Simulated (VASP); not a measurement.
# WSe2 (P6_3/mmc) in VASP: a series of runs, part 3 of 3

VASP 6.6.1. The steps go on from the part before.

**6. Relaxation of the atoms, PBE+D3(BJ)**

This run uses another cell than the first one, of 20.26 Å³/atom.

File INCAR:

```
SYSTEM = WSe2
PREC = Accurate
ENCUT = 520
EDIFF = 1E-6
ISMEAR = 0
SIGMA = 0.02
LREAL = .FALSE.
LASPH = .TRUE.
NELM = 100
ALGO = Normal
ISIF = 2
LWAVE = .FALSE.
LCHARG = .FALSE.
GGA = PE
IVDW = 12
IBRION = 2
NSW = 60
EDIFFG = -0.01
LUSENCCL = .FALSE.
```

File KPOINTS:

```
Automatic mesh
0
G
  9 9 2
  0 0 0
```

File POSCAR:

```
WSe2
1.0
    3.2900000000      0.0000000000      0.0000000000
   -1.6450000000      2.8492235785      0.0000000000
    0.0000000000      0.0000000000     12.9700000000
W Se
2 4
Direct
    0.3333333333      0.6666666667      0.2500000000
    0.6666666667      0.3333333333      0.7500000000
    0.3333333333      0.6666666667      0.6210000000
    0.6666666667      0.3333333333      0.1210000000
    0.3333333333      0.6666666667      0.8790000000
    0.6666666667      0.3333333333      0.3790000000
```

Potentials or basis: VASP PAW PBE potentials, release 64 (W_sv, Se).

Launch:

```
$ cat potpaw_PBE.64/W_sv/POTCAR potpaw_PBE.64/Se/POTCAR > POTCAR
$ mpirun -np 1 vasp_std > vasp.out
```

OUTCAR:

```text
SYSTEM = WSe2
   PREC = Accurate
   ENCUT = 520
   EDIFF = 1E-6
   ISMEAR = 0
   LREAL = .FALSE.
   LASPH = .TRUE.
   NELM = 100
   ISIF = 2
   GGA = PE
   IVDW = 12
   IBRION = 2
   NSW = 60
   EDIFFG = -0.01
 IVDW          = 12

 ion  position               nearest neighbor table
   1  0.333  0.667  0.250-   4 2.53   6 2.53   4 2.53   6 2.53   4 2.53   6 2.53
   2  0.667  0.333  0.750-   3 2.53   5 2.53   3 2.53   5 2.53   3 2.53   5 2.53
   3  0.333  0.667  0.621-   2 2.53   2 2.53   2 2.53
   4  0.667  0.333  0.121-   1 2.53   1 2.53   1 2.53
   5  0.333  0.667  0.879-   2 2.53   2 2.53   2 2.53
   6  0.667  0.333  0.379-   1 2.53   1 2.53   1 2.53

  LATTYP: Found a hexagonal cell.
 ALAT       =     3.2900000000
 C/A-ratio  =     3.9422492401

  Lattice vectors:

 A1 = (   3.2900000000,   0.0000000000,   0.0000000000)
 A2 = (  -1.6450000000,   2.8492235785,   0.0000000000)
 A3 = (   0.0000000000,   0.0000000000,  12.9700000000)

Analysis of symmetry for initial positions (statically):
=====================================================================
 Subroutine PRICEL returns:
 Original cell was already a primitive cell.

 Routine SETGRP: Setting up the symmetry group for a
 hexagonal supercell.

 Subroutine GETGRP returns: Found 24 space group operations
 (whereof 12 operations were pure point group operations)
 out of a pool of 24 trial point group operations.

The static configuration has the point symmetry D_3d.
 The point group associated with its full space group is D_6h.

Analysis of symmetry for dynamics (positions and initial velocities):
=====================================================================
 Subroutine PRICEL returns:
 Original cell was already a primitive cell.

 Routine SETGRP: Setting up the symmetry group for a
 hexagonal supercell.

 Subroutine GETGRP returns: Found 24 space group operations
 (whereof 12 operations were pure point group operations)
 out of a pool of 24 trial point group operations.

The dynamic configuration has the point symmetry D_3d.
 The point group associated with its full space group is D_6h.

 Subroutine INISYM returns: Found 24 space group operations
 (whereof 12 operations are pure point group operations),
 and found     1 'primitive' translations

----------------------------------------------------------------------------------------

                                     Primitive cell

  volume of cell :     121.5801

  direct lattice vectors                    reciprocal lattice vectors
     3.290000000  0.000000000  0.000000000     0.303951368  0.175486404 -0.000000000
    -1.645000000  2.849223579  0.000000000     0.000000000  0.350972808  0.000000000
     0.000000000  0.000000000 12.970000000     0.000000000 -0.000000000  0.077101002

  length of vectors
     3.290000000  3.290000000 12.970000000     0.350972808  0.350972808  0.077101002

  position of ions in fractional coordinates (direct lattice)
     0.333333333  0.666666667  0.250000000
     0.666666667  0.333333333  0.750000000
     0.333333333  0.666666667  0.621000000
     0.666666667  0.333333333  0.121000000
     0.333333333  0.666666667  0.879000000
     0.666666667  0.333333333  0.379000000

  ion indices of the primitive-cell ions
   primitive index   ion index
                 1           1
                 2           2
                 3           3
                 4           4
                 5           5
                 6           6

----------------------------------------------------------------------------------------

 KPOINTS: Automatic mesh

Automatic generation of k-mesh.
 Grid dimensions read from file:
 generate k-points for:    9    9    2

 Generating k-lattice:

  Cartesian coordinates                     Fractional coordinates (reciprocal lattice)
     0.033772374  0.019498489 -0.000000000     0.111111111  0.000000000  0.000000000
     0.000000000  0.038996979  0.000000000     0.000000000  0.111111111  0.000000000
     0.000000000 -0.000000000  0.038550501     0.000000000  0.000000000  0.500000000

  Length of vectors
     0.038996979  0.038996979  0.038550501

  Shift w.r.t. Gamma in fractional coordinates (k-lattice)
     0.000000000  0.000000000  0.000000000

 Subroutine IBZKPT returns following result:
 ===========================================

 Found     24 irreducible k-points:

 Following reciprocal coordinates:
            Coordinates               Weight
  0.000000  0.000000  0.000000      1.000000
  0.111111  0.000000  0.000000      6.000000
  0.222222  0.000000  0.000000      6.000000
  0.333333  0.000000  0.000000      6.000000
  0.444444  0.000000  0.000000      6.000000
  0.111111  0.111111  0.000000      6.000000
[... 16 lines left out ...]
  0.333333  0.222222  0.500000     12.000000
  0.333333  0.333333  0.500000      2.000000
   k-points           NKPTS =     24   k-points in BZ     NKDIM =     24   number of bands    NBANDS=     31
   number of dos      NEDOS =    301   number of ions     NIONS =      6
   total plane-waves  NPLWV =  55296
   dimension x,y,z NGX =    24 NGY =   24 NGZ =   96
   dimension x,y,z NGXF=    48 NGYF=   48 NGZF=  192
   ions per type =               2   4
   NGX,Y,Z   is equivalent  to a cutoff of  12.13, 12.13, 12.31 a.u.
   NGXF,Y,Z  is equivalent  to a cutoff of  24.25, 24.25, 24.61 a.u.
 SYSTEM =  WSe2
   PREC   = accura    normal or accurate (medium, high low for compatibility)
   ISTART =      0    job   : 0-new  1-cont  2-samecut
   ICHARG =      2    charge: 1-file 2-atom 10-const
   ISPIN  =      1    spin polarized calculation?
   LNONCOLLINEAR =      F non collinear calculations
   LSORBIT =      F    spin-orbit coupling
   LASPH  =      T    aspherical Exc in radial PAW
   ENCUT  =  520.0 eV  38.22 Ry    6.18 a.u.   6.12  6.12 24.12*2*pi/ulx,y,z
   NELM   =    100;   NELMIN=  2; NELMDL= -5     # of ELM steps
   EDIFF  = 0.1E-05   stopping-criterion for ELM
   LREAL  =      F    real-space projection
   EDIFFG = -.1E-01   stopping-criterion for IOM
   NSW    =     60    number of steps for IOM
   IBRION =      2    ionic relax: 0-MD 1-quasi-New 2-CG
   NFREE  =      1    steps in history (QN), initial steepest desc. (CG)
   ISIF   =      2    stress and relaxation
   ISYM   =      2    0-nonsym 1-usesym 2-fastsym
   POTIM  = 0.5000    time-step for ionic-motion
   TEBEG  =    0.0;   TEEND  =   0.0 temperature during run
   PSTRESS=    0.0 pullay stress
   NELECT =      52.0000    total number of electrons
   NUPDOWN=      -1.0000    fix difference up-down
   EMIN   =  10.00;   EMAX   =-10.00  energy-range for DOS
   EFERMI =   0.00;   METHOD = LEGACY
   ISMEAR =     0;   SIGMA  =   0.02  broadening in eV -4-tet -1-fermi 0-gaus
   EFERMI_NEDOS =   21; number of points for ismear=-14 and -15
   IALGO  =     38    algorithm
   IMIX   =      4    mixing-type and parameters
     AMIX     =   0.40;   BMIX     =  1.00
     AMIX_MAG =   1.60;   BMIX_MAG =  1.00
  volume/ion in A,a.u.               =      20.26       136.74
  Fermi-wavevector in a.u.,A,eV,Ry     =   1.233451  2.330884 20.699914  1.521401
  Thomas-Fermi vector in A             =   2.368180
   LORBIT       =      0    0 simple, 1 ext, 2 COOP (PROOUT), +10 PAW based schemes
   GGA     = PE    functional components
   LHFCALC =     F    Hartree Fock is set to
   AEXX    =    0.0000 exact exchange contribution
   IVDW    =    12    specifies the selected vdW correction
   LEPSILON=     F    determine dielectric tensor
   LRPA    =     F    only Hartree local field effects (RPA)
 conjugate gradient relaxation of ions
 non-spin polarized calculation
 Gauss-broadening in eV      SIGMA  =   0.02
  energy-cutoff  :      520.00
  volume of cell :      121.58
 maximum number of plane-waves:      3324
   NGX = 13   NGY = 13   NGZ = 49

--------------------------------------- Ionic step        1  -------------------------------------------

 number of electron      51.9999991 magnetization

 Free energy of the ion-electron system (eV)
  ---------------------------------------------------
  ext. energy  EPLUGINS =         0.00000000
  ---------------------------------------------------
  free energy    TOTEN  =       -43.12831335 eV

  energy without entropy =      -43.12831335  energy(sigma->0) =      -43.12831335

------------------------ aborting loop because EDIFF is reached ----------------------------------------

 Edisp (eV)   -2.79099

 E8    (eV) :    -1.2448

  FORCE on cell =-STRESS in cart. coord.  units (eV):
  Direction    XX          YY          ZZ          XY          YZ          ZX
  --------------------------------------------------------------------------------------
  -------------------------------------------------------------------------------------
  Total      -0.07604    -0.07604     0.69751     0.00000     0.00000     0.00000
  in kB      -1.00211    -1.00211     9.19172     0.00000     0.00000     0.00000
  external pressure =        2.40 kB  Pullay stress =        0.00 kB
[... 69 lines left out ...]
  energy  without entropy=      -45.9245878595  energy(sigma->0) =      -45.92458786

--------------------------------------- Ionic step        3  -------------------------------------------

 number of electron      51.9999989 magnetization

 Free energy of the ion-electron system (eV)
  ---------------------------------------------------
  ext. energy  EPLUGINS =         0.00000000
  ---------------------------------------------------
  free energy    TOTEN  =       -43.13343969 eV

  energy without entropy =      -43.13343969  energy(sigma->0) =      -43.13343969

 E-fermi :   6.4853     XC(G=0): -10.7694

 val. band max:        6.2476713012   @ k =   0.0000   0.0000   0.0000
 cond. band min:       7.3025171858   @ k =   0.2222   0.1111   0.0000
 fundamental gap:      1.0548458845
 Fermi energy:         6.4852523702

 k-point     1 :       0.0000    0.0000    0.0000
  band No.  band energies     occupation
      1     -68.0710      2.00000
      2     -68.0710      2.00000
      3     -32.3125      2.00000
      4     -32.3125      2.00000
      5     -32.1839      2.00000
      6     -32.1839      2.00000
[... 842 lines left out ...]
  FREE ENERGIE OF THE ION-ELECTRON SYSTEM (eV)
  ---------------------------------------------------
  free  energy   TOTEN  =       -45.9246622896 eV

  energy  without entropy=      -45.9246622896  energy(sigma->0) =      -45.92466229

 reached required accuracy - stopping structural energy minimisation
```

Wall time 2.6 min (1 × NVIDIA H100 80GB with 1 thread of Intel Xeon Platinum 8481C at 2.70GHz (Sapphire Rapids), shared host); peak memory 1.2 GiB.

Results:

| Item | Value |
| --- | --- |
| Free energy | -45.9247 eV |
| Energy gained by relaxing | 0.9 meV/atom |
| Ionic steps | 3 |
| Pressure after relaxing | -0.8 GPa |
| Band gap on the k mesh | 1.05 eV (least direct gap 1.54 eV) |
| Dispersion energy per atom | -0.465 eV |

The path:
```tsv
step	energy change (eV)	largest force (eV/Å)	pressure (GPa)
1	0.0000	0.2224	0.24
2	-0.0053	0.0268	-0.69
3	-0.0054	0.0010	-0.82
```

Final structure:
```cif
data_structure
_symmetry_space_group_name_H-M 'P 1'
_symmetry_Int_Tables_number 1
_cell_length_a 3.2900
_cell_length_b 3.2900
_cell_length_c 12.9700
_cell_angle_alpha 90.000
_cell_angle_beta 90.000
_cell_angle_gamma 120.000
_cell_volume 121.58
loop_
_atom_site_label
_atom_site_type_symbol
_atom_site_fract_x
_atom_site_fract_y
_atom_site_fract_z
_atom_site_occupancy
W1 W 0.33333 0.66667 0.25000 1
W2 W 0.66667 0.33333 0.75000 1
Se1 Se 0.33333 0.66667 0.62005 1
Se2 Se 0.66667 0.33333 0.12005 1
Se3 Se 0.33333 0.66667 0.87995 1
Se4 Se 0.66667 0.33333 0.37995 1
```

Caveat: spin-orbit coupling is left out, which moves the levels of the heavy elements. A k mesh can miss the band edges.

**7. The runs side by side**

| task | cell | k mesh | smearing | gap on the mesh (eV) | pressure (GPa) | largest force (eV/Å) |
| --- | --- | --- | --- | --- | --- | --- |
| single point | a = 3.279, b = 3.279, c = 12.789 Å, angles 90.0, 90.0, 120.0°, 6 atoms, atomic positions A | 12 × 12 × 2 | gaussian 0.05 eV | 0.89 | 0.3 | 0.05 |
| single point | a = 3.279, b = 3.279, c = 12.789 Å, angles 90.0, 90.0, 120.0°, 6 atoms, atomic positions A | 12 × 12 × 4 | gaussian 0.05 eV | 0.89 | 0.3 | 0.05 |
| single point | a = 3.279, b = 3.279, c = 12.789 Å, angles 90.0, 90.0, 120.0°, 6 atoms, atomic positions A | 9 × 9 × 2 | gaussian 0.02 eV | 0.99 | 0.3 | 0.05 |
| single point | a = 3.312, b = 3.312, c = 13.790 Å, angles 90.0, 90.0, 120.0°, 6 atoms, atomic positions B | 9 × 9 × 2 | gaussian 0.02 eV | 1.31 | -2.2 | 0.04 |
| relaxation of the atoms | atoms relaxed from a = 3.290, b = 3.290, c = 12.970 Å, angles 90.0, 90.0, 120.0°, 6 atoms, atomic positions C | 9 × 9 × 2 | gaussian 0.02 eV | 1.05 | -0.8 | - |

Alike in all rows: level PBE+D3(BJ); potentials or basis VASP PAW PBE potentials, release 64 (W_sv, Se); no spin polarisation; cutoff (eV) 520.

Caveats: spin-orbit coupling is left out, which moves the levels of the heavy elements.

Total energies depend on the potentials used, so only differences within one code and one set of settings carry meaning.

**8. How close it comes**

Step 2. Measured gap of WSe2: 1.3 eV (indirect; “Time-resolved XUV ARPES with tunable 24–33 eV laser pulses at 30 meV resolution”, 2019, pmc:6684652). This calculation gives 0.89 eV (-0.41 eV). Spin-orbit coupling on Se, W is left out. The value is that of PBE+D3(BJ) on a finite k mesh, which can miss the band edges, without temperature or zero-point motion. Semilocal functionals fall short of measured gaps as a rule.

Step 3. Against the measured gap of WSe2, 1.3 eV (indirect; “Time-resolved XUV ARPES with tunable 24–33 eV laser pulses at 30 meV resolution”, 2019, pmc:6684652), the calculated 0.89 eV is off by -0.41 eV. Spin-orbit coupling on Se, W is left out. The value is that of PBE+D3(BJ) on a finite k mesh, which can miss the band edges, without temperature or zero-point motion. Semilocal functionals fall short of measured gaps as a rule.

Step 4. Measured gap of WSe2: 1.3 eV (indirect; “Time-resolved XUV ARPES with tunable 24–33 eV laser pulses at 30 meV resolution”, 2019, pmc:6684652). This calculation gives 0.99 eV (-0.31 eV). Spin-orbit coupling on Se, W is left out. The value is that of PBE+D3(BJ) on a finite k mesh, which can miss the band edges, without temperature or zero-point motion. Semilocal functionals fall short of measured gaps as a rule.
